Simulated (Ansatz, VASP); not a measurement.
**BeS: VASP beside Ansatz**

```
CELL_PARAMETERS angstrom
0.00000 2.43422 2.43422
2.43422 0.00000 2.43422
2.43422 2.43422 0.00000
ATOMIC_POSITIONS crystal
Be 0.00000 0.00000 0.00000
S 0.75000 0.75000 0.75000
```

Alike in both runs: functional r2SCAN; k mesh 18 × 18 × 18; occupations fermi-dirac, width 0.1 eV; no spin polarisation.

Ansatz relaxed the structure, and its values are those at the end. VASP's run is a single point on that final structure, the one shown.

|  | VASP | Ansatz |
| --- | --- | --- |
| version | VASP 6.6.1 | Ansatz 0.2.0 |
| potentials or method | VASP PAW PBE potentials, release 64 (Be, S) | PAW with Ansatz's default frozen-core files, scalar-relativistic |
| plane-wave cutoff (eV) | 520 | 500 |
| valence electrons in the cell | 8 | 8 |

Ansatz gave:

| Quantity | Value |
| --- | --- |
| pressure (GPa) | 0.0 |

Estimate VASP's values.

pressure (GPa): 0.3.

VASP's potentials were made for PBE, not for r2SCAN. The functional is the same, so the differences come from potentials, cutoffs and numerics.
